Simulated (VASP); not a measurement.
Here is a VASP 6.6.1 calculation.

INCAR

```
  PREC = Accurate
  ENCUT = 520
  EDIFF = 1E-7
  ISMEAR = -1
  SIGMA = 0.1
  LREAL = F
  LASPH = T
  NELM = 60
  ALGO = Normal
  ISIF = 2
  LWAVE = F
  LCHARG = F
  GGA = PS
  NBANDS = 16
```

The input KPOINTS:

```
regular mesh
0
Gamma
  13 13 13
```

The input POSCAR:

```
TiN
1.0
    0.0000000000      2.1021473612      2.1021473612
    2.1021473612      0.0000000000      2.1021473612
    2.1021473612      2.1021473612      0.0000000000
Ti N
1 1
Direct
    0.0000000000      0.0000000000      0.0000000000
    0.5000000000      0.5000000000      0.5000000000
```

Potentials or basis: VASP PAW PBE potentials, release 64 (Ti_sv, N).

The run is started by

```console
$ cat potpaw_PBE.64/Ti_sv/POTCAR potpaw_PBE.64/N/POTCAR > POTCAR
$ mpirun -np 1 vasp_std > vasp.out
```

Estimate the pressure.

0.5 GPa.

Caveat: the PAW data sets were made with another functional, which shifts forces and pressure a little.
